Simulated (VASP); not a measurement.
A run of VASP 6.6.1:

File POSCAR:

```
AlN
1.0
    0.0000000000      2.0070211428      2.0070211428
    2.0070211428      0.0000000000      2.0070211428
    2.0070211428      2.0070211428      0.0000000000
Al N
1 1
Direct
    0.5000000000      0.5000000000      0.5000000000
    0.0000000000      0.0000000000      0.0000000000
```

File INCAR.step1:

```
SYSTEM = AlN
  ALGO = Normal
  EDIFF = 1E-5
  ENCUT = 520
  GGA = PE
  ISIF = 2
  ISMEAR = -1
  LASPH = .TRUE.
  LCHARG = .FALSE.
  LREAL = .FALSE.
  LWAVE = .TRUE.
  NBANDS = 11
  NELM = 100
  PREC = Accurate
  SIGMA = 0.05
```

File INCAR.step2:

```
SYSTEM = AlN
  AEXX = 0.25
  ALGO = Normal
  EDIFF = 1E-6
  ENCUT = 520
  GGA = PE
  ISIF = 2
  ISMEAR = -1
  ISTART = 1
  LASPH = .TRUE.
  LCHARG = .FALSE.
  LHFCALC = .TRUE.
  LREAL = .FALSE.
  LWAVE = .FALSE.
  NBANDS = 11
  NELM = 100
  PREC = Accurate
  PRECFOCK = Normal
  SIGMA = 0.05
```

KPOINTS

```
k-points
0
G
  6 6 6
  0 0 0
```

Potentials or basis: VASP PAW PBE potentials, release 64 (Al, N).

Launch:

```sh
$ cat potpaw_PBE.64/Al/POTCAR potpaw_PBE.64/N/POTCAR > POTCAR
$ cp INCAR.step1 INCAR
$ mpirun -np 1 vasp_std > vasp.out
$ cp INCAR.step2 INCAR
$ mpirun -np 1 vasp_std > vasp.out
```

Hardware: 1 thread of Intel Xeon 6975P-C (shared host).

Question: How long does it take, and how much memory?

Answer: It took 2.5 min on 1 thread of Intel Xeon 6975P-C, with other jobs on the host, peak memory 0.14 GiB. Counts: k points 16.
